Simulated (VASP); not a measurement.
# CdS (wurtzite type) (P6_3mc) in VASP: relaxation of cell and atoms with PBE

Aim: the relaxation of cell and atoms of CdS (wurtzite type) with PBE.

Program: VASP 6.6.1. These are calculated values, not measurements. Logs are shortened: lines on timing, memory, paths and dates and some standing lists are left out, and cuts for length are marked.

## Step 1: The cell of the first run

It takes space group P6_3mc (No. 186, hexagonal). The conventional cell has a = 3.556 Å, b = 3.556 Å, c = 5.797 Å, α = 90.00°, β = 90.00°, γ = 120.00°. Cd (site symmetry 3m) has 4 S at 2.18 Å within 2.9 Å. Within 2.9 Å of S (site symmetry 3m) lie 4 Cd at 2.18 Å.

## Step 2: Relaxation of cell and atoms, PBE, target pressure 59 GPa, at which the enthalpy is minimised

INCAR

```
ALGO = Normal ; EDIFF = 1E-6
EDIFFG = -0.005 ; ENCUT = 600
GGA = PE ; IBRION = 2
ISIF = 3 ; ISMEAR = -1
LASPH = True ; LCHARG = False
LREAL = False ; LWAVE = False
NELM = 100 ; NSW = 60
PREC = Accurate ; PSTRESS = 590.0
SIGMA = 0.08
```

KPOINTS

```
k-points
0
Gamma
  10 10 6
```

POSCAR

```
CdS
1.0
    3.5562735154      0.0000000000      0.0000000000
   -1.7781367577      3.0798232071      0.0000000000
    0.0000000000      0.0000000000      5.7967258300
Cd S
2 2
Direct
    0.3333333333      0.6666666667      0.0000000000
    0.6666666667      0.3333333333      0.5000000000
    0.3333333333      0.6666666667      0.3760000000
    0.6666666667      0.3333333333      0.8760000000
```

Potentials or basis: VASP PAW PBE potentials, release 64 (Cd, S).

Command:

```console
$ cat potpaw_PBE.64/Cd/POTCAR potpaw_PBE.64/S/POTCAR > POTCAR
$ mpirun -np 1 vasp_std > vasp.out
```

OUTCAR:

```text
EDIFF = 1E-6
   EDIFFG = -0.005
   ENCUT = 600
   GGA = PE
   IBRION = 2
   ISIF = 3
   ISMEAR = -1
   LASPH = True
   LREAL = False
   NELM = 100
   NSW = 60
   PREC = Accurate
   PSTRESS = 590.0

 ion  position               nearest neighbor table
   1  0.333  0.667  0.000-   4 2.18   4 2.18   4 2.18   3 2.18   2 3.55   2 3.55   2 3.55   2 3.55
                             2 3.55   2 3.55
   2  0.667  0.333  0.500-   3 2.18   3 2.18   3 2.18   4 2.18   1 3.55   1 3.55   1 3.55   1 3.55
                             1 3.55   1 3.55
   3  0.333  0.667  0.376-   2 2.18   2 2.18   2 2.18   1 2.18
   4  0.667  0.333  0.876-   1 2.18   1 2.18   1 2.18   2 2.18

  LATTYP: Found a hexagonal cell.
 ALAT       =     3.5562735154
 C/A-ratio  =     1.6300000000

  Lattice vectors:

 A1 = (   3.5562735154,   0.0000000000,   0.0000000000)
 A2 = (  -1.7781367577,   3.0798232071,   0.0000000000)
 A3 = (   0.0000000000,   0.0000000000,   5.7967258300)

Analysis of symmetry for initial positions (statically):
=====================================================================
 Subroutine PRICEL returns:
 Original cell was already a primitive cell.

 Routine SETGRP: Setting up the symmetry group for a
 hexagonal supercell.

 Subroutine GETGRP returns: Found 12 space group operations
 (whereof  6 operations were pure point group operations)
 out of a pool of 24 trial point group operations.

The static configuration has the point symmetry C_3v.
 The point group associated with its full space group is C_6v.

Analysis of symmetry for dynamics (positions and initial velocities):
=====================================================================
 Subroutine PRICEL returns:
 Original cell was already a primitive cell.

 Routine SETGRP: Setting up the symmetry group for a
 hexagonal supercell.

 Subroutine GETGRP returns: Found 12 space group operations
 (whereof  6 operations were pure point group operations)
 out of a pool of 24 trial point group operations.

The dynamic configuration has the point symmetry C_3v.
 The point group associated with its full space group is C_6v.

 Subroutine INISYM returns: Found 12 space group operations
 (whereof  6 operations are pure point group operations),
 and found     1 'primitive' translations

----------------------------------------------------------------------------------------

                                     Primitive cell

  volume of cell :      63.4898

  direct lattice vectors                    reciprocal lattice vectors
     3.556273515  0.000000000  0.000000000     0.281193220  0.162346981  0.000000000
    -1.778136758  3.079823207  0.000000000     0.000000000  0.324693962  0.000000000
     0.000000000  0.000000000  5.796725830     0.000000000  0.000000000  0.172511178

  length of vectors
     3.556273515  3.556273515  5.796725830     0.324693962  0.324693962  0.172511178

  position of ions in fractional coordinates (direct lattice)
     0.333333333  0.666666667  0.000000000
     0.666666667  0.333333333  0.500000000
     0.333333333  0.666666667  0.376000000
     0.666666667  0.333333333  0.876000000

  ion indices of the primitive-cell ions
   primitive index   ion index
                 1           1
                 2           2
                 3           3
                 4           4

----------------------------------------------------------------------------------------

 KPOINTS: k-points

Automatic generation of k-mesh.
 Grid dimensions read from file:
 generate k-points for:   10   10    6

 Generating k-lattice:

  Cartesian coordinates                     Fractional coordinates (reciprocal lattice)
     0.028119322  0.016234698  0.000000000     0.100000000  0.000000000  0.000000000
     0.000000000  0.032469396  0.000000000     0.000000000  0.100000000  0.000000000
     0.000000000  0.000000000  0.028751863     0.000000000  0.000000000  0.166666667

  Length of vectors
     0.032469396  0.032469396  0.028751863

  Shift w.r.t. Gamma in fractional coordinates (k-lattice)
     0.000000000  0.000000000  0.000000000

 Subroutine IBZKPT returns following result:
 ===========================================

 Found     56 irreducible k-points:

 Following reciprocal coordinates:
            Coordinates               Weight
  0.000000  0.000000  0.000000      1.000000
  0.100000 -0.000000  0.000000      6.000000
  0.200000 -0.000000  0.000000      6.000000
  0.300000  0.000000  0.000000      6.000000
  0.400000  0.000000  0.000000      6.000000
  0.500000  0.000000  0.000000      3.000000
[... 16 lines left out ...]
  0.300000  0.100000  0.166667     24.000000
  0.400000  0.100000  0.166667     24.000000
 [... further k-points ...]
   k-points           NKPTS =     56   k-points in BZ     NKDIM =     56   number of bands    NBANDS=     22
   number of dos      NEDOS =    301   number of ions     NIONS =      4
   total plane-waves  NPLWV =  37632
   dimension x,y,z NGX =    28 NGY =   28 NGZ =   48
   dimension x,y,z NGXF=    56 NGYF=   56 NGZF=   96
   ions per type =               2   2
   NGX,Y,Z   is equivalent  to a cutoff of  13.09, 13.09, 13.77 a.u.
   NGXF,Y,Z  is equivalent  to a cutoff of  26.18, 26.18, 27.53 a.u.
 SYSTEM =  unknown system
   PREC   = accura    normal or accurate (medium, high low for compatibility)
   ISTART =      0    job   : 0-new  1-cont  2-samecut
   ICHARG =      2    charge: 1-file 2-atom 10-const
   ISPIN  =      1    spin polarized calculation?
   LNONCOLLINEAR =      F non collinear calculations
   LSORBIT =      F    spin-orbit coupling
   LASPH  =      T    aspherical Exc in radial PAW
   ENCUT  =  600.0 eV  44.10 Ry    6.64 a.u.   7.10  7.10 11.58*2*pi/ulx,y,z
   NELM   =    100;   NELMIN=  2; NELMDL= -5     # of ELM steps
   EDIFF  = 0.1E-05   stopping-criterion for ELM
   LREAL  =      F    real-space projection
   EDIFFG = -.5E-02   stopping-criterion for IOM
   NSW    =     60    number of steps for IOM
   IBRION =      2    ionic relax: 0-MD 1-quasi-New 2-CG
   NFREE  =      1    steps in history (QN), initial steepest desc. (CG)
   ISIF   =      3    stress and relaxation
   ISYM   =      2    0-nonsym 1-usesym 2-fastsym
   POTIM  = 0.5000    time-step for ionic-motion
   TEBEG  =    0.0;   TEEND  =   0.0 temperature during run
   PSTRESS=  590.0 pullay stress
   NELECT =      36.0000    total number of electrons
   NUPDOWN=      -1.0000    fix difference up-down
   EMIN   =  10.00;   EMAX   =-10.00  energy-range for DOS
   EFERMI =   0.00;   METHOD = LEGACY
   ISMEAR =    -1;   SIGMA  =   0.08  broadening in eV -4-tet -1-fermi 0-gaus
   EFERMI_NEDOS =   21; number of points for ismear=-14 and -15
   IALGO  =     38    algorithm
   IMIX   =      4    mixing-type and parameters
     AMIX     =   0.40;   BMIX     =  1.00
     AMIX_MAG =   1.60;   BMIX_MAG =  1.00
  volume/ion in A,a.u.               =      15.87       107.11
  Fermi-wavevector in a.u.,A,eV,Ry     =   1.355006  2.560589 24.980844  1.836040
  Thomas-Fermi vector in A             =   2.482130
   LORBIT       =      0    0 simple, 1 ext, 2 COOP (PROOUT), +10 PAW based schemes
   GGA     = PE    functional components
   LHFCALC =     F    Hartree Fock is set to
   AEXX    =    0.0000 exact exchange contribution
   IVDW    =     0    specifies the selected vdW correction
   LEPSILON=     F    determine dielectric tensor
   LRPA    =     F    only Hartree local field effects (RPA)
 conjugate gradient relaxation of ions
 non-spin polarized calculation
  energy-cutoff  :      600.00
  volume of cell :       63.49
 maximum number of plane-waves:      2144
   NGX = 15   NGY = 15   NGZ = 23

--------------------------------------- Ionic step        1  -------------------------------------------

 number of electron      35.9999990 magnetization

 Free energy of the ion-electron system (eV)
  ---------------------------------------------------
  ext. energy  EPLUGINS =         0.00000000
  ---------------------------------------------------
  free energy    TOTEN  =        -5.53071109 eV

  energy without entropy =       -5.53071104  energy(sigma->0) =       -5.53071107

------------------------ aborting loop because EDIFF is reached ----------------------------------------

  FORCE on cell =-STRESS in cart. coord.  units (eV):
  Direction    XX          YY          ZZ          XY          YZ          ZX
  --------------------------------------------------------------------------------------
  -------------------------------------------------------------------------------------
  Total       33.0303874     33.0303874     33.2129784      0.0000000     -0.0000000      0.0000000
  in kB      833.5286793    833.5286792    838.1364008      0.0000000     -0.0000000      0.0000000
  external PRESSURE =     245.0645864 kB  Pullay stress =     590.0000000 kB
[... 25 lines left out ...]
  enthalpy is  TOTEN    =        17.8493225472 eV   P V=       23.3800336412

--------------------------------------- Ionic step        2  -------------------------------------------

 number of electron      35.9999989 magnetization

 E-fermi :   3.2095     XC(G=0):  -9.6928

 val. band max:        2.3802332149   @ k =   0.0000   0.0000   0.0000
 cond. band min:       3.8580026106   @ k =   0.0000   0.0000   0.0000
 fundamental gap:      1.4777693957
 Fermi energy:         3.2094880419

 k-point     1 :       0.0000    0.0000    0.0000
  band No.  band energies     occupation
      1     -10.7793      2.00000
      2     -10.2290      2.00000
      3      -5.8491      2.00000
      4      -5.8170      2.00000
      5      -5.8170      2.00000
      6      -5.7000      2.00000
[... 662 lines left out ...]
  FREE ENERGIE OF THE ION-ELECTRON SYSTEM (eV)
  ---------------------------------------------------
  free  energy   TOTEN  =        -8.0258805542 eV

  energy  without entropy=       -8.0258804558  energy(sigma->0) =       -8.02588050

  enthalpy is  TOTEN    =        17.4829603931 eV   P V=       25.5088409473

[... ionic steps 4 to 40 ...]

--------------------------------------- Ionic step       41  -------------------------------------------

 number of electron      35.9999985 magnetization

------------------------ aborting loop because EDIFF is reached ----------------------------------------

  FORCE on cell =-STRESS in cart. coord.  units (eV):
  Direction    XX          YY          ZZ          XY          YZ          ZX
  --------------------------------------------------------------------------------------
  -------------------------------------------------------------------------------------
  Total       23.5166591     23.5166590     23.5404480      0.0000000      0.0000000     -0.0000000
  in kB      589.8989025    589.8988993    590.4956296      0.0000000      0.0000000     -0.0000000
  external PRESSURE =       0.0978105 kB  Pullay stress =     590.0000000 kB
[... 65 lines left out ...]
  enthalpy is  TOTEN    =        16.8325409905 eV   P V=       23.5208840675

--------------------------------------- Ionic step       43  -------------------------------------------

 number of electron      35.9999985 magnetization

 Free energy of the ion-electron system (eV)
  ---------------------------------------------------
  ext. energy  EPLUGINS =         0.00000000
  ---------------------------------------------------
  free energy    TOTEN  =        -6.68780570 eV

  energy without entropy =       -6.68093586  energy(sigma->0) =       -6.68437078

 E-fermi :   6.9494     XC(G=0): -11.5664

 val. band max:        6.9215790377   @ k =   0.0000   0.0000   0.1667
 cond. band min:       6.9856561700   @ k =   0.0000   0.0000   0.1667
 fundamental gap:      0.0640771324
 Fermi energy:         6.9494266534

 k-point     1 :       0.0000    0.0000    0.0000
  band No.  band energies     occupation
      1      -9.5409      2.00000
      2      -8.6013      2.00000
      3      -4.3815      2.00000
      4      -3.5834      2.00000
      5      -3.5834      2.00000
      6      -3.4905      2.00000
[... 622 lines left out ...]
  FREE ENERGIE OF THE ION-ELECTRON SYSTEM (eV)
  ---------------------------------------------------
  free  energy   TOTEN  =        -6.6878056986 eV

  energy  without entropy=       -6.6809358575  energy(sigma->0) =       -6.68437078

  enthalpy is  TOTEN    =        16.8325384426 eV   P V=       23.5203441412

 reached required accuracy - stopping structural energy minimisation
```

It took 13 min on 1 thread of AMD EPYC 9R45 (Zen 5), shared host; peak memory 0.22 GiB.

Results:

```
Free energy                                                : -6.6878 eV
Relaxed volume                                             : 15.97 Å³/atom
Relaxed cell                                               : a = 3.200 Å, b = 3.200 Å, c = 7.202 Å, α = 90.00°, β = 90.00°, γ = 120.00°
Space group after relaxing (to 0.1 Å)                      : P6_3mc (No. 186)
Energy change on relaxing (the run minimises the enthalpy) : -289.3 meV/atom
Ionic steps                                                : 43
Pressure after relaxing                                    : 59.0 GPa
Band gap on the k mesh                                     : zero (bands 18 and 19 overlap by 0.09 eV)
```

Forces on the atoms (eV/Å):
```
Cd   0.000  0.000 -0.003
Cd   0.000  0.000 -0.003
S    0.000  0.000  0.003
S    0.000  0.000  0.003
```

The path:
| step | energy change (eV) | largest force (eV/Å) | pressure (GPa) | volume (Å³) |
| --- | --- | --- | --- | --- |
| 1 | 0.0000 | 0.1227 | 83.51 | 63.49 |
| 3 | -2.4952 | 0.0327 | 56.51 | 69.27 |
| 5 | -2.2439 | 0.0396 | 59.26 | 68.57 |
| 7 | -2.2485 | 0.2850 | 59.19 | 68.58 |
| 9 | -2.2541 | 0.2972 | 59.09 | 68.59 |
| 11 | -2.2796 | 0.3474 | 58.81 | 68.65 |
| 13 | -2.3855 | 0.4916 | 57.47 | 68.83 |
| 15 | -2.7625 | 0.1217 | 49.85 | 69.08 |
| 17 | -2.7430 | 1.1061 | 48.24 | 69.05 |
| 19 | -2.7459 | 1.1288 | 48.06 | 69.05 |
| 21 | -2.7552 | 1.2386 | 47.27 | 69.07 |
| 23 | -2.7429 | 1.2244 | 47.38 | 69.02 |
| 25 | -2.6870 | 1.1617 | 47.75 | 68.79 |
| 27 | -2.4483 | 0.9214 | 49.38 | 67.88 |
| 29 | -1.2393 | 0.1728 | 57.19 | 64.10 |
| 31 | -1.1865 | 0.1310 | 57.83 | 63.96 |
| 33 | -1.1315 | 0.0415 | 59.26 | 63.80 |
| 35 | -1.1406 | 0.0202 | 59.14 | 63.83 |
| 37 | -1.1532 | 0.0022 | 59.02 | 63.86 |
| 39 | -1.1578 | 0.0043 | 58.99 | 63.87 |
| 41 | -1.1574 | 0.0104 | 59.01 | 63.87 |
| 43 | -1.1571 | 0.0026 | 59.02 | 63.87 |

Final structure:
```
CELL_PARAMETERS angstrom
3.19999 0.00000 0.00000
-1.60000 2.77127 0.00000
0.00000 0.00000 7.20234
ATOMIC_POSITIONS crystal
Cd 0.33333 0.66667 0.03611
Cd 0.66667 0.33333 0.53611
S 0.33333 0.66667 0.33989
S 0.66667 0.33333 0.83989
```

Caveat: the cell is relaxed towards a set pressure, so the run minimises the enthalpy, not the energy; semilocal functionals underestimate gaps, and a narrow one can read as zero; a cell axis changed by over 15 % at a fixed basis, so the end point is rough.

The gap in the log of VASP goes by the Fermi energy; the results here count the filled bands.